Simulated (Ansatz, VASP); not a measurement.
# One calculation of Cu, two programs

```xyz
7
Lattice="2.5341 0.0000 0.0000 -1.2670 2.1946 0.0000 0.0000 0.0000 27.3377" Properties=species:S:1:pos:R:3 pbc="T T T"
Cu    1.2670    0.7315    7.5000
Cu    0.0000    1.4631    9.5563
Cu    1.2670    0.7315   11.6126
Cu    0.0000    1.4631   13.6689
Cu    1.2670    0.7315   15.7251
Cu    0.0000    1.4631   17.7814
Cu    1.2670    0.7315   19.8377
```

Alike in both runs: task single point; functional PBE; k mesh 12 × 12 × 1; occupations fermi-dirac, width 0.05 eV; no spin polarisation.

```csv
,VASP,Ansatz
version,VASP 6.6.1,Ansatz 0.2.0
potentials or method,"VASP PAW PBE potentials, release 64 (Cu)",Ansatz PAW
plane-wave cutoff (eV),520,420
valence electrons in the cell,77,133
```

VASP gave:

* gap on the k mesh at the Fermi level (eV): none
* rms of the force components (eV/Å): 0.074
* work function, face that differs most (eV): 4.80

What did Ansatz give for the same quantities?

gap on the k mesh at the Fermi level (eV): none; rms of the force components (eV/Å): 0.069; work function, face that differs most (eV): 4.82.

Atom by atom the forces differ by 0.006 eV/Å (rms over components). A gap of «none» marks a metal or a gap that the smearing closes. VASP's potentials hold 77 valence electrons a cell and Ansatz's 133, so a difference there can come from the potentials and not from the codes.
